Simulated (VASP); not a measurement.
# MgS (Imm2) in VASP: further runs

MgS is run at these levels: LDA; tasks: single point.

All numbers are computed with VASP 6.6.1; they aren't measurements. Logs are shortened: lines on timing, memory, paths and dates and some standing lists are left out, and cuts for length are marked.

## 1. The cell of the first run

It takes space group Imm2 (No. 44, orthorhombic). Conventional cell: a = 3.906 Å, b = 4.107 Å, c = 5.666 Å, α = 90.00°, β = 90.00°, γ = 90.00°. Mg (site symmetry mm2) has 4 S at 2.41 to 2.49 Å within 3.2 Å. S (site symmetry mm2) has 4 Mg at 2.41 to 2.49 Å within 3.2 Å.

## 2. Single point, LDA (strain -0.0500 x Voigt [0, 0, 0, 0, 0, 1])

INCAR

```
SYSTEM = MgS
PREC = Accurate
ENCUT = 520
EDIFF = 1E-6
ISMEAR = 0
SIGMA = 0.05
LREAL = .FALSE.
LASPH = .TRUE.
NELM = 60
ALGO = Normal
ISIF = 2
LWAVE = .FALSE.
LCHARG = .TRUE.
LELF = .TRUE.
LVHAR = .TRUE.
NBANDS = 11
```

KPOINTS

```
Automatic mesh
0
G
  8 8 8
  0 0 0
```

POSCAR

```
MgS
1.0
   -0.0708280012      2.8331200468      2.8331200468
    2.8331200468     -0.0708280012      2.8331200468
    2.7622920456      2.7622920456      0.0000000000
Mg S
1 1
Direct
    0.0000000000      0.0000000000      0.0000000000
    0.7500000000      0.7500000000      0.7500000000
```

Potentials or basis: VASP PAW LDA potentials, release 64 (Mg, S).

Launch:

```bash
$ cat potpaw_LDA.64/Mg/POTCAR potpaw_LDA.64/S/POTCAR > POTCAR
$ mpirun -np 1 vasp_std > vasp.out
```

OUTCAR:

```text
SYSTEM = MgS
   PREC = Accurate
   ENCUT = 520
   EDIFF = 1E-6
   ISMEAR = 0
   LREAL = .FALSE.
   LASPH = .TRUE.
   NELM = 60
   ISIF = 2

 ion  position               nearest neighbor table
   1  0.000  0.000  0.000-   2 2.41   2 2.41   2 2.49   2 2.49
   2  0.750  0.750  0.750-   1 2.41   1 2.41   1 2.49   1 2.49

  LATTYP: Found a body centered orthorhombic cell.
 ALAT       =     3.9064708741
 B/A-ratio  =     1.0512820513
 C/A-ratio  =     1.4504754486

  Lattice vectors:

 A1 = (   0.0708280012,  -2.8331200468,  -2.8331200468)
 A2 = (  -0.0708280012,   2.8331200468,  -2.8331200468)
 A3 = (   2.8331200468,  -0.0708280012,   2.8331200468)

Analysis of symmetry for initial positions (statically):
=====================================================================
 Subroutine PRICEL returns:
 Original cell was already a primitive cell.

 Routine SETGRP: Setting up the symmetry group for a
 body centered orthorhombic supercell.

 Subroutine GETGRP returns: Found  4 space group operations
 (whereof  4 operations were pure point group operations)
 out of a pool of  8 trial point group operations.

The static configuration has the point symmetry C_2v.

Analysis of symmetry for dynamics (positions and initial velocities):
=====================================================================
 Subroutine PRICEL returns:
 Original cell was already a primitive cell.

 Routine SETGRP: Setting up the symmetry group for a
 body centered orthorhombic supercell.

 Subroutine GETGRP returns: Found  4 space group operations
 (whereof  4 operations were pure point group operations)
 out of a pool of  8 trial point group operations.

The dynamic configuration has the point symmetry C_2v.

 Subroutine INISYM returns: Found  4 space group operations
 (whereof  4 operations are pure point group operations),
 and found     1 'primitive' translations

----------------------------------------------------------------------------------------

                                     Primitive cell

  volume of cell :      45.4520

  direct lattice vectors                    reciprocal lattice vectors
    -0.070828001  2.833120047  2.833120047    -0.172179389  0.172179389  0.176483874
     2.833120047 -0.070828001  2.833120047     0.172179389 -0.172179389  0.176483874
     2.762292046  2.762292046  0.000000000     0.181009101  0.181009101 -0.176483874

  length of vectors
     4.007262782  4.007262782  3.906470874     0.300729183  0.300729183  0.310926273

  position of ions in fractional coordinates (direct lattice)
     0.000000000  0.000000000  0.000000000
     0.750000000  0.750000000  0.750000000

  ion indices of the primitive-cell ions
   primitive index   ion index
                 1           1
                 2           2

----------------------------------------------------------------------------------------

 KPOINTS: Automatic mesh

Automatic generation of k-mesh.
 Grid dimensions read from file:
 generate k-points for:    8    8    8

 Generating k-lattice:

  Cartesian coordinates                     Fractional coordinates (reciprocal lattice)
    -0.021522424  0.021522424  0.022060484     0.125000000  0.000000000  0.000000000
     0.021522424 -0.021522424  0.022060484     0.000000000  0.125000000  0.000000000
     0.022626138  0.022626138 -0.022060484    -0.000000000 -0.000000000  0.125000000

  Length of vectors
     0.037591148  0.037591148  0.038865784

  Shift w.r.t. Gamma in fractional coordinates (k-lattice)
     0.000000000  0.000000000  0.000000000

 Subroutine IBZKPT returns following result:
 ===========================================

 Found     95 irreducible k-points:

 Following reciprocal coordinates:
            Coordinates               Weight
  0.000000  0.000000  0.000000      1.000000
  0.125000  0.000000  0.000000      4.000000
  0.250000  0.000000  0.000000      4.000000
  0.375000  0.000000  0.000000      4.000000
  0.500000  0.000000  0.000000      2.000000
  0.125000  0.125000  0.000000      2.000000
[... 16 lines left out ...]
  0.125000 -0.000000  0.125000      4.000000
  0.250000  0.000000  0.125000      8.000000
 [... further k-points ...]
   k-points           NKPTS =     95   k-points in BZ     NKDIM =     95   number of bands    NBANDS=     11
   number of dos      NEDOS =    301   number of ions     NIONS =      2
   total plane-waves  NPLWV =  27000
   dimension x,y,z NGX =    30 NGY =   30 NGZ =   30
   dimension x,y,z NGXF=    60 NGYF=   60 NGZF=   60
   ions per type =               1   1
   NGX,Y,Z   is equivalent  to a cutoff of  12.45, 12.45, 12.77 a.u.
   NGXF,Y,Z  is equivalent  to a cutoff of  24.89, 24.89, 25.53 a.u.
 SYSTEM =  MgS
   PREC   = accura    normal or accurate (medium, high low for compatibility)
   ISTART =      0    job   : 0-new  1-cont  2-samecut
   ICHARG =      2    charge: 1-file 2-atom 10-const
   ISPIN  =      1    spin polarized calculation?
   LNONCOLLINEAR =      F non collinear calculations
   LSORBIT =      F    spin-orbit coupling
   LASPH  =      T    aspherical Exc in radial PAW
   ENCUT  =  520.0 eV  38.22 Ry    6.18 a.u.   7.45  7.45  7.26*2*pi/ulx,y,z
   NELM   =     60;   NELMIN=  2; NELMDL= -5     # of ELM steps
   EDIFF  = 0.1E-05   stopping-criterion for ELM
   LREAL  =      F    real-space projection
   EDIFFG = 0.1E-04   stopping-criterion for IOM
   NSW    =      0    number of steps for IOM
   IBRION =     -1    ionic relax: 0-MD 1-quasi-New 2-CG
   NFREE  =      0    steps in history (QN), initial steepest desc. (CG)
   ISIF   =      2    stress and relaxation
   ISYM   =      2    0-nonsym 1-usesym 2-fastsym
   POTIM  = 0.5000    time-step for ionic-motion
   TEBEG  =    0.0;   TEEND  =   0.0 temperature during run
   PSTRESS=    0.0 pullay stress
   NELECT =       8.0000    total number of electrons
   NUPDOWN=      -1.0000    fix difference up-down
   EMIN   =  10.00;   EMAX   =-10.00  energy-range for DOS
   EFERMI =   0.00;   METHOD = LEGACY
   ISMEAR =     0;   SIGMA  =   0.05  broadening in eV -4-tet -1-fermi 0-gaus
   EFERMI_NEDOS =   21; number of points for ismear=-14 and -15
   IALGO  =     38    algorithm
   IMIX   =      4    mixing-type and parameters
     AMIX     =   0.40;   BMIX     =  1.00
     AMIX_MAG =   1.60;   BMIX_MAG =  1.00
  volume/ion in A,a.u.               =      22.73       153.36
  Fermi-wavevector in a.u.,A,eV,Ry     =   0.917460  1.733748 11.452465  0.841732
  Thomas-Fermi vector in A             =   2.042431
   LORBIT       =      0    0 simple, 1 ext, 2 COOP (PROOUT), +10 PAW based schemes
   GGA     = CA    functional components
   LHFCALC =     F    Hartree Fock is set to
   AEXX    =    0.0000 exact exchange contribution
   IVDW    =     0    specifies the selected vdW correction
   LEPSILON=     F    determine dielectric tensor
   LRPA    =     F    only Hartree local field effects (RPA)
 non-spin polarized calculation
 Gauss-broadening in eV      SIGMA  =   0.05
  energy-cutoff  :      520.00
  volume of cell :       45.45
 maximum number of plane-waves:      1242
 NGX is ok and might be reduce to    30
   NGX = 15   NGY = 15   NGZ = 15

 number of electron       8.0000000 magnetization

 Free energy of the ion-electron system (eV)
  ---------------------------------------------------
  ext. energy  EPLUGINS =         0.00000000
  ---------------------------------------------------
  free energy    TOTEN  =        -9.36096584 eV

  energy without entropy =       -9.36096584  energy(sigma->0) =       -9.36096584

 E-fermi :   1.2415     XC(G=0):  -8.7541

 val. band max:        0.9680036331   @ k =   0.0000   0.0000   0.0000
 cond. band min:       4.0489037934   @ k =   0.0000   0.0000   0.0000
 fundamental gap:      3.0809001604
 Fermi energy:         1.2414982821

 k-point     1 :       0.0000    0.0000    0.0000
  band No.  band energies     occupation
      1     -10.3504      2.00000
      2       0.8117      2.00000
      3       0.8751      2.00000
      4       0.9680      2.00000
      5       4.0489      0.00000
      6       8.3162      0.00000
      7       8.6714      0.00000
      8       8.9981      0.00000
      9      11.6255      0.00000
     10      11.6476      0.00000
     11      14.1677      0.00000

 k-point     2 :       0.1250    0.0000    0.0000
  band No.  band energies     occupation
      1     -10.2660      2.00000
      2       0.1235      2.00000
      3       0.8109      2.00000
      4       0.9148      2.00000
      5       4.7447      0.00000
      6       8.2516      0.00000
      7       8.7314      0.00000
      8       9.1546      0.00000
      9      11.1469      0.00000
     10      11.2672      0.00000
     11      13.7331      0.00000

 k-point     3 :       0.2500    0.0000    0.0000
  band No.  band energies     occupation
      1     -10.0477      2.00000
      2      -1.0633      2.00000
      3       0.7131      2.00000
      4       0.7941      2.00000
      5       5.6506      0.00000
      6       8.3238      0.00000
      7       8.7701      0.00000
      8       9.1516      0.00000
      9      11.1154      0.00000
     10      11.4143      0.00000
     11      12.9247      0.00000

 k-point     4 :       0.3750    0.0000    0.0000
  band No.  band energies     occupation
      1      -9.8037      2.00000
      2      -1.9890      2.00000
      3       0.6243      2.00000
      4       0.6827      2.00000
      5       5.8675      0.00000
      6       8.4327      0.00000
      7       8.8115      0.00000
      8       8.9468      0.00000
      9      12.2569      0.00000
     10      12.7151      0.00000
     11      12.9162      0.00000
[... 239 lines left out ...]
 k-point    22 :      -0.0000   -0.0000    0.1250
  band No.  band energies     occupation
      1     -10.2559      2.00000
      2       0.2191      2.00000
      3       0.7570      2.00000
      4       0.8401      2.00000
      5       4.7136      0.00000
      6       8.5152      0.00000
      7       8.6296      0.00000
      8       9.0021      0.00000
      9      11.0414      0.00000
     10      11.1222      0.00000
     11      13.6740      0.00000

 k-point    23 :       0.1250   -0.0000    0.1250
  band No.  band energies     occupation
      1     -10.2310      2.00000
      2       0.1714      2.00000
      3       0.6909      2.00000
      4       0.7061      2.00000
      5       4.9572      0.00000
      6       8.0305      0.00000
      7       9.1047      0.00000
      8       9.1394      0.00000
      9      10.1537      0.00000
     10      11.8888      0.00000
     11      14.7984      0.00000

 k-point    24 :       0.2500    0.0000    0.1250
  band No.  band energies     occupation
      1     -10.0593      2.00000
      2      -0.7244      2.00000
      3       0.5293      2.00000
      4       0.5908      2.00000
      5       5.8191      0.00000
      6       7.8089      0.00000
      7       8.9095      0.00000
      8       9.3815      0.00000
      9      10.2660      0.00000
     10      12.1011      0.00000
     11      14.2151      0.00000

 [... further k-points ...]
[... 5 lines left out ...]
  --------------------------------------------------------------------------------------
  -------------------------------------------------------------------------------------
  Total       -0.6619122     -0.6619122     -0.6697435      0.7048743      0.0000000      0.0000000
  in kB      -23.3322993    -23.3322993    -23.6083528     24.8467084      0.0000000      0.0000000
  external PRESSURE =     -23.4243171 kB  Pullay stress =       0.0000000 kB

 VOLUME and BASIS-vectors are now :
 -----------------------------------------------------------------------------
  energy-cutoff  :      520.00
  volume of cell :       45.45
      direct lattice vectors                 reciprocal lattice vectors
    -0.070828001  2.833120047  2.833120047    -0.172179389  0.172179389  0.176483874
     2.833120047 -0.070828001  2.833120047     0.172179389 -0.172179389  0.176483874
     2.762292046  2.762292046  0.000000000     0.181009101  0.181009101 -0.176483874

 POSITION                                       TOTAL-FORCE (eV/Angst)
 -----------------------------------------------------------------------------------
      0.00000      0.00000      0.00000        -0.000000     -0.000000      0.276692
      4.14344      4.14344      4.24968         0.000000      0.000000     -0.276692
 -----------------------------------------------------------------------------------
    total drift:                                0.000000      0.000000     -0.000229

  FREE ENERGIE OF THE ION-ELECTRON SYSTEM (eV)
  ---------------------------------------------------
  free  energy   TOTEN  =        -9.3609658410 eV

  energy  without entropy=       -9.3609658410  energy(sigma->0) =       -9.36096584
```

Run time: 56 s. Hardware: 1 thread of Intel Xeon 8259CL, shared host; peak memory 0.18 GiB.

What came out:

| Property | Result |
| --- | --- |
| Free energy | -9.3610 eV |
| Pressure | -2.3 GPa |
| Largest force | 0.277 eV/Å |
| Band gap on the k mesh | 3.08 eV, direct |

Forces in eV/Å, atoms in the order of the input:
```
Mg   0.000  0.000  0.277
S    0.000  0.000 -0.277
```

Caveat: the cell differs from its parent crystal (strain -0.0500 x Voigt [0, 0, 0, 0, 0, 1]). A k mesh can miss the band edges.

## 3. Single point, LDA (strain +0.0250 x Voigt [0, 0, 0, 0, 0, 1])

INCAR

```
PREC = Accurate
ENCUT = 520
EDIFF = 1E-6
ISMEAR = 0
SIGMA = 0.05
LREAL = F
LASPH = T
NELM = 60
ALGO = Normal
ISIF = 2
LWAVE = F
LCHARG = F
NBANDS = 11
```

KPOINTS

```
regular mesh
0
Gamma
  8 8 8
```

POSCAR

```
MgS
1.0
    0.0354140006      2.8331200468      2.8331200468
    2.8331200468      0.0354140006      2.8331200468
    2.8685340474      2.8685340474      0.0000000000
Mg S
1 1
Direct
    0.0000000000      0.0000000000      0.0000000000
    0.7500000000      0.7500000000      0.7500000000
```

Potentials or basis: VASP PAW LDA potentials, release 64 (Mg, S).

Launch:

```bash
$ cat potpaw_LDA.64/Mg/POTCAR potpaw_LDA.64/S/POTCAR > POTCAR
$ mpirun -np 1 vasp_std > vasp.out
```

Run time: 60 s. Hardware: 1 thread of Intel Xeon 8259CL, shared host; peak memory 0.18 GiB.

Results (log left out):

```
Free energy            : -9.3739 eV
Pressure               : -2.5 GPa
Largest force          : 0.138 eV/Å
Band gap on the k mesh : 3.14 eV, direct
```

Forces on the atoms (eV/Å):
```
Mg   0.000  0.000 -0.138
S    0.000  0.000  0.138
```

Stress tensor (GPa, compression positive):
```
-2.48 -1.24  0.00
-1.24 -2.48  0.00
 0.00  0.00 -2.49
```

Levels at points of the mesh, in eV from the valence-band top:
```tsv
k point	band 2	band 3	band 4	band 5	band 6	band 7
(0.00, 0.00, 0.00)	-0.08	-0.04	0.00	3.14	7.55	7.73
(0.50, 0.00, 0.00)	-3.24	-0.41	-0.40	4.77	7.27	7.45
(0.50, 0.50, 0.00)	-2.92	-1.18	-1.01	3.61	5.40	10.82
(0.00, 0.00, 0.50)	-3.25	-0.35	-0.33	4.87	7.39	7.57
(0.50, 0.00, 0.50)	-2.92	-1.10	-1.09	3.62	5.39	10.79
```

Caveat: the cell differs from its parent crystal (strain +0.0250 x Voigt [0, 0, 0, 0, 0, 1]).
